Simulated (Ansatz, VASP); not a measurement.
# One calculation of ZnS, two programs

```
Zn S
1.0
     0.00000    2.92102    2.81284
     2.92102    0.00000    2.81284
     2.92102    2.92102    0.00000
Zn S
1 1
Direct
  0.00000 0.00000 0.00000
  0.75000 0.75000 0.75000
```

Change from the starting cell: strain +0.080 along x and y, +0.040 along z, atoms carried along.

Alike in both runs: task single point; functional PBE; k mesh 10 × 10 × 10; occupations gaussian, width 0.05 eV; no spin polarisation.

|  | VASP | Ansatz |
| --- | --- | --- |
| version | VASP 6.6.1 | Ansatz 0.2.0 |
| potentials or method | VASP PAW PBE potentials, release 64 (Zn, S), cutoff 520 eV | scalar-relativistic, plane waves, PAW |
| valence electrons in the cell | 18 | 18 |

```tsv
	VASP	Ansatz	Ansatz less VASP
gap on the k mesh at the Fermi level (eV)	1.23	1.23	+0.001
least direct gap on the mesh (eV)	1.23	1.23	+0.001
pressure (GPa)	-8.2	-8.2	-0.07
traceless stress, the component that is largest in VASP (GPa)	1.01	1.01	+0.003
```

With one functional, cell and mesh, what is left measures potentials, basis and numerics.
